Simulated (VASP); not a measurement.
**TaGe3Ru: relaxation of cell and atoms with PBE**

TaGe3Ru:

```xyz
5
Lattice="2.5998 -2.7949 0.0000 2.5998 2.7949 0.0000 0.0000 0.0000 6.5302" Properties=species:S:1:pos:R:3 pbc="T T T"
Ta    2.5998    0.0000    3.2651
Ge    0.0000    0.0000    5.1373
Ge    0.0000    0.0000    1.3929
Ge    0.0000    0.0000    3.2651
Ru    2.5998    0.0000    0.0000
```

The cell was generated, and may not be a known phase.

```
Program                : VASP 6.6.1
Task                   : relaxation of cell and atoms
Functional             : PBE
Potentials or basis    : VASP PAW PBE potentials, release 64 (Ta_pv, Ge_d, Ru_pv)
Cutoff                 : 600 eV
k mesh                 : 4 × 4 × 4
Occupations            : gaussian, width 0.1 eV
Spin                   : no spin polarisation
Dipole correction      : no
Further INCAR settings : ALGO = Normal; EDIFF = 1e-07; IBRION = 2; EDIFFG = -0.04; NSW = 90; ISIF = 3
```

```json
{"Relaxed volume": "18.63 Å³/atom", "Relaxed cell": "a = 3.479 Å, b = 3.479 Å, c = 7.697 Å, α = 90.00°, β = 90.00°, γ = 89.97°", "Space group after relaxing (to 0.1 Å)": "P4/mmm (No. 123)", "Energy gained by relaxing": "1364.2 meV/atom", "Ionic steps": "11", "Pressure after relaxing": "-0.1 GPa", "Largest force after relaxing": "0.031 eV/Å", "Band gap on the k mesh": "zero (an odd number of electrons rules out a gap without spin polarisation)"}
```

Forces in eV/Å, atoms in the order of the input:
```
Ta   0.000  0.000  0.000
Ge   0.000  0.000 -0.031
Ge   0.000  0.000  0.031
Ge   0.000  0.000  0.000
Ru   0.000  0.000  0.000
```

Stress tensor (GPa, compression positive):
```
-0.17  0.00  0.00
 0.00 -0.03  0.00
 0.00  0.00  0.04
```

The path:
```csv
step,energy change (eV),largest force (eV/Å),pressure (GPa),volume (Å³)
1,0.0000,15.6638,16.38,94.90
2,-2.0013,15.8243,17.51,113.97
3,-5.8216,3.1496,-7.06,104.51
4,-5.8672,2.8811,-7.43,104.11
5,-5.9925,1.4857,-8.64,101.69
6,-6.6844,0.8347,6.61,88.93
7,-6.7217,0.9070,2.91,90.97
8,-6.8199,0.0068,0.19,93.03
9,-6.8206,0.0624,0.34,92.88
10,-6.8211,0.0176,-0.24,93.29
11,-6.8212,0.0307,-0.05,93.17
```

Final structure:
```cif
data_structure
_symmetry_space_group_name_H-M 'P 1'
_symmetry_Int_Tables_number 1
_cell_length_a 3.4791
_cell_length_b 3.4791
_cell_length_c 7.6974
_cell_angle_alpha 90.000
_cell_angle_beta 90.000
_cell_angle_gamma 89.966
_cell_volume 93.17
loop_
_atom_site_label
_atom_site_type_symbol
_atom_site_fract_x
_atom_site_fract_y
_atom_site_fract_z
_atom_site_occupancy
Ta1 Ta 0.50000 0.50000 0.50000 1
Ge1 Ge 0.00000 0.00000 0.83364 1
Ge2 Ge 0.00000 0.00000 0.16636 1
Ge3 Ge 0.00000 0.00000 0.50000 1
Ru1 Ru 0.50000 0.50000 0.00000 1
```

Levels at points of the mesh, in eV from the Fermi level:
```tsv
k point	band 32	band 33	band 34	band 35	band 36	band 37
(0.00, 0.00, 0.00)	0.39	0.47	0.47	0.65	0.76	0.76
(0.50, 0.00, 0.00)	-0.93	-0.01	0.01	0.57	1.19	1.36
(0.50, 0.50, 0.00)	-0.97	-0.93	-0.93	-0.06	0.75	0.83
(0.00, 0.00, 0.50)	0.18	0.19	0.25	0.65	1.23	1.23
(0.50, 0.00, 0.50)	-0.91	0.00	0.01	1.14	1.44	1.94
(0.50, 0.50, 0.50)	-1.05	-0.42	-0.41	-0.15	-0.06	1.59
```

Run time: 33 min on 1 thread of Intel Xeon 8259CL (shared host), peak memory 0.29 GiB.

Caveat: the k points lie up to 0.45 Å⁻¹ apart in the final cell, too coarse for converged energies and pressures of a metal; a cell axis changed by over 15 % at a fixed basis, so the end point is rough; spin-orbit coupling is left out, which moves the levels of the heavy elements; an odd number of electrons without spin polarisation forces a metal; a magnetic or distorted state may lie lower.
